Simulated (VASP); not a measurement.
# Ag (Fm-3m) in VASP: notebook

Runs on Ag. Level: PBE. Tasks: single point, relaxation of cell and atoms.

Program: VASP 6.6.1. These are calculated values, not measurements. Logs are shortened: lines on timing, memory, paths and dates and some standing lists are left out, and cuts for length are marked.

## (1) The cell of the first run

It takes space group Fm-3m (No. 225, cubic). The conventional cell has a = 4.147 Å, b = 4.147 Å, c = 4.147 Å, α = 90.00°, β = 90.00°, γ = 90.00°. Within 3.9 Å of Ag (site symmetry m-3m) lie 12 Ag at 2.93 Å.

## (2) Single point, PBE

Contents of INCAR:

```
PREC = Accurate
ENCUT = 520
EDIFF = 1E-6
ISMEAR = 0
SIGMA = 0.1
LREAL = False
LASPH = True
NELM = 100
ALGO = Normal
ISIF = 2
LWAVE = False
LCHARG = True
GGA = PE
LELF = True
LVHAR = True
NBANDS = 12
```

Contents of KPOINTS:

```
regular mesh
0
Gamma
  24 24 24
```

Contents of POSCAR:

```
Ag
1.0
    0.0000000000      2.0736537292      2.0736537292
    2.0736537292      0.0000000000      2.0736537292
    2.0736537292      2.0736537292      0.0000000000
Ag
1
Direct
    0.0000000000      0.0000000000      0.0000000000
```

Potentials or basis: VASP PAW PBE potentials, release 64 (Ag).

Run with:

```sh
> cat potpaw_PBE.64/Ag/POTCAR > POTCAR
> mpirun -np 1 vasp_std > vasp.out
```

OUTCAR:

```text
PREC = Accurate
   ENCUT = 520
   EDIFF = 1E-6
   ISMEAR = 0
   LREAL = False
   LASPH = True
   NELM = 100
   ISIF = 2
   GGA = PE

 ion  position               nearest neighbor table
   1  0.000  0.000  0.000-

  LATTYP: Found a face centered cubic cell.
 ALAT       =     4.1473074584

  Lattice vectors:

 A1 = (   0.0000000000,   2.0736537292,   2.0736537292)
 A2 = (   2.0736537292,   0.0000000000,   2.0736537292)
 A3 = (   2.0736537292,   2.0736537292,   0.0000000000)

Analysis of symmetry for initial positions (statically):
=====================================================================
 Subroutine PRICEL returns:
 Original cell was already a primitive cell.

 Routine SETGRP: Setting up the symmetry group for a
 face centered cubic supercell.

 Subroutine GETGRP returns: Found 48 space group operations
 (whereof 48 operations were pure point group operations)
 out of a pool of 48 trial point group operations.

The static configuration has the point symmetry O_h .

Analysis of symmetry for dynamics (positions and initial velocities):
=====================================================================
 Subroutine PRICEL returns:
 Original cell was already a primitive cell.

 Routine SETGRP: Setting up the symmetry group for a
 face centered cubic supercell.

 Subroutine GETGRP returns: Found 48 space group operations
 (whereof 48 operations were pure point group operations)
 out of a pool of 48 trial point group operations.

The dynamic configuration has the point symmetry O_h .

 Subroutine INISYM returns: Found 48 space group operations
 (whereof 48 operations are pure point group operations),
 and found     1 'primitive' translations

----------------------------------------------------------------------------------------

                                     Primitive cell

  volume of cell :      17.8336

  direct lattice vectors                    reciprocal lattice vectors
     0.000000000  2.073653729  2.073653729    -0.241120296  0.241120296  0.241120296
     2.073653729  0.000000000  2.073653729     0.241120296 -0.241120296  0.241120296
     2.073653729  2.073653729  0.000000000     0.241120296  0.241120296 -0.241120296

  length of vectors
     2.932589228  2.932589228  2.932589228     0.417632603  0.417632603  0.417632603

  position of ions in fractional coordinates (direct lattice)
     0.000000000  0.000000000  0.000000000

  ion indices of the primitive-cell ions
   primitive index   ion index
                 1           1

----------------------------------------------------------------------------------------

 KPOINTS: regular mesh

Automatic generation of k-mesh.
 Grid dimensions read from file:
 generate k-points for:   24   24   24

 Generating k-lattice:

  Cartesian coordinates                     Fractional coordinates (reciprocal lattice)
    -0.010046679  0.010046679  0.010046679     0.041666667  0.000000000  0.000000000
     0.010046679 -0.010046679  0.010046679     0.000000000  0.041666667  0.000000000
     0.010046679  0.010046679 -0.010046679     0.000000000  0.000000000  0.041666667

  Length of vectors
     0.017401358  0.017401358  0.017401358

  Shift w.r.t. Gamma in fractional coordinates (k-lattice)
     0.000000000  0.000000000  0.000000000

 Subroutine IBZKPT returns following result:
 ===========================================

 Found    413 irreducible k-points:

 Following reciprocal coordinates:
            Coordinates               Weight
  0.000000  0.000000  0.000000      1.000000
  0.041667  0.000000  0.000000      8.000000
  0.083333  0.000000  0.000000      8.000000
  0.125000  0.000000  0.000000      8.000000
  0.166667  0.000000  0.000000      8.000000
  0.208333  0.000000  0.000000      8.000000
[... 16 lines left out ...]
  0.416667  0.041667  0.000000     24.000000
  0.458333  0.041667  0.000000     24.000000
 [... further k-points ...]
   k-points           NKPTS =    413   k-points in BZ     NKDIM =    413   number of bands    NBANDS=     12
   number of dos      NEDOS =    301   number of ions     NIONS =      1
   total plane-waves  NPLWV =  13824
   dimension x,y,z NGX =    24 NGY =   24 NGZ =   24
   dimension x,y,z NGXF=    48 NGYF=   48 NGZF=   48
   ions per type =               1
   NGX,Y,Z   is equivalent  to a cutoff of  13.61, 13.61, 13.61 a.u.
   NGXF,Y,Z  is equivalent  to a cutoff of  27.21, 27.21, 27.21 a.u.
 SYSTEM =  unknown system
   PREC   = accura    normal or accurate (medium, high low for compatibility)
   ISTART =      0    job   : 0-new  1-cont  2-samecut
   ICHARG =      2    charge: 1-file 2-atom 10-const
   ISPIN  =      1    spin polarized calculation?
   LNONCOLLINEAR =      F non collinear calculations
   LSORBIT =      F    spin-orbit coupling
   LASPH  =      T    aspherical Exc in radial PAW
   ENCUT  =  520.0 eV  38.22 Ry    6.18 a.u.   5.45  5.45  5.45*2*pi/ulx,y,z
   NELM   =    100;   NELMIN=  2; NELMDL= -5     # of ELM steps
   EDIFF  = 0.1E-05   stopping-criterion for ELM
   LREAL  =      F    real-space projection
   EDIFFG = 0.1E-04   stopping-criterion for IOM
   NSW    =      0    number of steps for IOM
   IBRION =     -1    ionic relax: 0-MD 1-quasi-New 2-CG
   NFREE  =      0    steps in history (QN), initial steepest desc. (CG)
   ISIF   =      2    stress and relaxation
   ISYM   =      2    0-nonsym 1-usesym 2-fastsym
   POTIM  = 0.5000    time-step for ionic-motion
   TEBEG  =    0.0;   TEEND  =   0.0 temperature during run
   PSTRESS=    0.0 pullay stress
   NELECT =      11.0000    total number of electrons
   NUPDOWN=      -1.0000    fix difference up-down
   EMIN   =  10.00;   EMAX   =-10.00  energy-range for DOS
   EFERMI =   0.00;   METHOD = LEGACY
   ISMEAR =     0;   SIGMA  =   0.10  broadening in eV -4-tet -1-fermi 0-gaus
   EFERMI_NEDOS =   21; number of points for ismear=-14 and -15
   IALGO  =     38    algorithm
   IMIX   =      4    mixing-type and parameters
     AMIX     =   0.40;   BMIX     =  1.00
     AMIX_MAG =   1.60;   BMIX_MAG =  1.00
  volume/ion in A,a.u.               =      17.83       120.35
  Fermi-wavevector in a.u.,A,eV,Ry     =   1.393562  2.633449 26.422702  1.942014
  Thomas-Fermi vector in A             =   2.517196
   LORBIT       =      0    0 simple, 1 ext, 2 COOP (PROOUT), +10 PAW based schemes
   GGA     = PE    functional components
   LHFCALC =     F    Hartree Fock is set to
   AEXX    =    0.0000 exact exchange contribution
   IVDW    =     0    specifies the selected vdW correction
   LEPSILON=     F    determine dielectric tensor
   LRPA    =     F    only Hartree local field effects (RPA)
 non-spin polarized calculation
 Gauss-broadening in eV      SIGMA  =   0.10
  energy-cutoff  :      520.00
  volume of cell :       17.83
 maximum number of plane-waves:       531
 NGX is ok and might be reduce to    24
   NGX = 11   NGY = 11   NGZ = 11

 number of electron      11.0000000 magnetization

 Free energy of the ion-electron system (eV)
  ---------------------------------------------------
  ext. energy  EPLUGINS =         0.00000000
  ---------------------------------------------------
  free energy    TOTEN  =        -2.71989070 eV

  energy without entropy =       -2.71889278  energy(sigma->0) =       -2.71939174

 E-fermi :   7.8706     XC(G=0): -11.9436

 val. band max:        7.8123803957   @ k =   0.5000   0.2500   0.0833
 cond. band min:       7.8725102468   @ k =   0.5000   0.0833   0.0000
 fundamental gap:      0.0601298511
 Fermi energy:         7.8706041621

 k-point     1 :       0.0000    0.0000    0.0000
  band No.  band energies     occupation
      1       0.3779      2.00000
      2       3.1720      2.00000
      3       3.1720      2.00000
      4       3.1720      2.00000
      5       4.1262      2.00000
      6       4.1262      2.00000
      7      23.7416      0.00000
      8      27.0542      0.00000
      9      27.0542      0.00000
     10      27.0542      0.00000
     11      31.7552      0.00000
     12      32.6165      0.00000

 k-point     2 :       0.0417    0.0000    0.0000
  band No.  band energies     occupation
      1       0.4305      2.00000
      2       3.1602      2.00000
      3       3.1863      2.00000
      4       3.1863      2.00000
      5       4.1207      2.00000
      6       4.1207      2.00000
      7      23.7490      0.00000
      8      26.5431      0.00000
      9      27.0688      0.00000
     10      27.0688      0.00000
     11      31.8703      0.00000
     12      32.5695      0.00000

 k-point     3 :       0.0833    0.0000    0.0000
  band No.  band energies     occupation
      1       0.5856      2.00000
      2       3.1292      2.00000
      3       3.2262      2.00000
      4       3.2262      2.00000
      5       4.1072      2.00000
      6       4.1072      2.00000
      7      23.6839      0.00000
      8      25.4868      0.00000
      9      27.1057      0.00000
     10      27.1057      0.00000
     11      31.3821      0.00000
     12      32.4041      0.00000

 k-point     4 :       0.1250    0.0000    0.0000
  band No.  band energies     occupation
      1       0.8323      2.00000
      2       3.0934      2.00000
      3       3.2817      2.00000
      4       3.2817      2.00000
      5       4.0956      2.00000
      6       4.0956      2.00000
      7      23.0868      0.00000
      8      24.7320      0.00000
      9      27.1447      0.00000
     10      27.1447      0.00000
     11      30.7390      0.00000
     12      32.0767      0.00000

 k-point     5 :       0.1667    0.0000    0.0000
  band No.  band energies     occupation
      1       1.1451      2.00000
      2       3.0840      2.00000
      3       3.3349      2.00000
      4       3.3349      2.00000
      5       4.1030      2.00000
      6       4.1030      2.00000
      7      21.7643      0.00000
      8      24.5622      0.00000
      9      27.1517      0.00000
     10      27.1517      0.00000
     11      30.2594      0.00000
     12      31.6027      0.00000
[... 228 lines left out ...]
      1       1.8489      2.00000
      2       3.2749      2.00000
      3       3.3221      2.00000
      4       4.0532      2.00000
      5       4.5507      2.00000
      6       4.7367      2.00000
      7      16.0435      0.00000
      8      23.7090      0.00000
      9      25.3979      0.00000
     10      26.8496      0.00000
     11      29.7253      0.00000
     12      30.7674      0.00000

 k-point    22 :       0.3750    0.0417    0.0000
  band No.  band energies     occupation
      1       1.8208      2.00000
      2       3.2230      2.00000
      3       3.2736      2.00000
      4       4.3579      2.00000
      5       4.6780      2.00000
      6       5.3893      2.00000
      7      14.5508      0.00000
      8      23.4224      0.00000
      9      25.1632      0.00000
     10      26.2034      0.00000
     11      29.9625      0.00000
     12      30.5854      0.00000

 k-point    23 :       0.4167    0.0417    0.0000
  band No.  band energies     occupation
      1       1.7797      2.00000
      2       3.1785      2.00000
      3       3.2293      2.00000
      4       4.5516      2.00000
      5       4.7811      2.00000
      6       6.2192      2.00000
      7      13.1658      0.00000
      8      23.1838      0.00000
      9      24.9971      0.00000
     10      25.6469      0.00000
     11      30.1119      0.00000
     12      30.4482      0.00000

 k-point    24 :       0.4583    0.0417    0.0000
  band No.  band energies     occupation
      1       1.7458      2.00000
      2       3.1482      2.00000
      3       3.1960      2.00000
      4       4.6811      2.00000
      5       4.8458      2.00000
      6       7.0624      2.00000
      7      11.9797      0.00000
      8      23.0165      0.00000
      9      24.9356      0.00000
     10      25.2144      0.00000
     11      30.2143      0.00000
     12      30.3400      0.00000

 [... further k-points ...]

------------------------ aborting loop because EDIFF is reached ----------------------------------------

  FORCE on cell =-STRESS in cart. coord.  units (eV):
  Direction    XX          YY          ZZ          XY          YZ          ZX
  --------------------------------------------------------------------------------------
  -------------------------------------------------------------------------------------
  Total       -0.0129948     -0.0129948     -0.0129948     -0.0000000     -0.0000000     -0.0000000
  in kB       -1.1674549     -1.1674549     -1.1674549     -0.0000000     -0.0000000     -0.0000000
  external PRESSURE =      -1.1674549 kB  Pullay stress =       0.0000000 kB

 VOLUME and BASIS-vectors are now :
 -----------------------------------------------------------------------------
  energy-cutoff  :      520.00
  volume of cell :       17.83
      direct lattice vectors                 reciprocal lattice vectors
     0.000000000  2.073653729  2.073653729    -0.241120296  0.241120296  0.241120296
     2.073653729  0.000000000  2.073653729     0.241120296 -0.241120296  0.241120296
     2.073653729  2.073653729  0.000000000     0.241120296  0.241120296 -0.241120296

 POSITION                                       TOTAL-FORCE (eV/Angst)
 -----------------------------------------------------------------------------------
      0.00000      0.00000      0.00000         0.000000      0.000000      0.000000
 -----------------------------------------------------------------------------------
    total drift:                                0.000000      0.000000      0.000000

  FREE ENERGIE OF THE ION-ELECTRON SYSTEM (eV)
  ---------------------------------------------------
  free  energy   TOTEN  =        -2.7198907019 eV

  energy  without entropy=       -2.7188927831  energy(sigma->0) =       -2.71939174
```

Run time: 21 s. Hardware: 1 thread of Intel Xeon 6975P-C (Granite Rapids), shared host; peak memory 0.21 GiB.

What came out:

- Free energy: -2.7199 eV
- Pressure: -0.1 GPa

Levels at points of the mesh, in eV from the Fermi level:
```
           k point  band 2  band 3  band 4  band 5  band 6  band 7  band 8  band 9  band 10  band 11
(0.00, 0.00, 0.00)   -4.70   -4.70   -4.70   -3.74   -3.74   15.87   19.18   19.18    19.18    23.88
(0.50, 0.00, 0.00)   -4.72   -4.72   -3.01   -3.01   -0.33    3.31   15.10   17.36    17.36    22.17
(0.50, 0.50, 0.00)   -6.08   -3.04   -2.82   -2.82    1.60    6.35   10.39   10.39    16.61    16.63
```

[end of part 1 of 2]
